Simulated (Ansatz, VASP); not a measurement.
## Cu3P2 in VASP and in Ansatz

The input INCAR:

```
PREC = Accurate
ENCUT = 520
EDIFF = 1E-6
ISMEAR = 0
SIGMA = 0.1
LREAL = F
LASPH = T
NELM = 100
ALGO = Normal
ISIF = 2
LWAVE = F
LCHARG = F
GGA = PE
NBANDS = 30
```

KPOINTS

```
regular mesh
0
Gamma
  4 4 4
```

POSCAR

```
Cu3P2
1.0
    4.5555698400      0.0000000000      0.0000000000
    0.0000000000      4.5555698400      0.0000000000
    0.0000000000      0.0000000000      4.5555698400
Cu P
3 2
Direct
    0.0000000000      0.5000000000      0.5000000000
    0.5000000000      0.0000000000      0.5000000000
    0.5000000000      0.5000000000      0.0000000000
    0.5000000000      0.5000000000      0.5000000000
    0.0000000000      0.0000000000      0.0000000000
```

Input for Ansatz:

```yaml
crystal:
  lattice:
    - [4.55556984, 0.0, 0.0]
    - [0.0, 4.55556984, 0.0]
    - [0.0, 0.0, 4.55556984]
  atoms:
    - { symbol: Cu, position: [0.0, 0.5, 0.5] }
    - { symbol: Cu, position: [0.5, 0.0, 0.5] }
    - { symbol: Cu, position: [0.5, 0.5, 0.0] }
    - { symbol: P, position: [0.5, 0.5, 0.5] }
    - { symbol: P, position: [0.0, 0.0, 0.0] }
basis:
  ecutwfc: 420
kpoints:
  mp_grid: { grid: [4, 4, 4] }
hamiltonian:
  xc: pbe
scf:
  occupations: { method: gaussian, width: 0.1 }
  lower_state_search: "off"
output:
  forces: true
  stress: true
  eigenvalues: true
```

Alike in both runs: task single point; functional PBE; k mesh 4 × 4 × 4; occupations gaussian, width 0.1 eV; no spin polarisation.

|  | VASP | Ansatz |
| --- | --- | --- |
| version | VASP 6.6.1 | Ansatz 0.2.0 |
| potentials or method | VASP PAW PBE potentials, release 64 (Cu, P), cutoff 520 eV | scalar-relativistic, plane waves, PAW |
| valence electrons in the cell | 43 | 67 |

Ansatz gave:

| Property | Result |
| --- | --- |
| gap on the k mesh at the Fermi level (eV) | none |
| pressure (GPa) | -8.3 |

Problem. Which values does VASP return?

Solution. gap on the k mesh at the Fermi level (eV): none; pressure (GPa): -8.5.

A gap of «none» marks a metal or a gap that the smearing closes. With one functional, cell and mesh, what is left measures potentials, basis and numerics. VASP's potentials hold 43 valence electrons a cell and Ansatz's 67, so a difference there can come from the potentials and not from the codes.
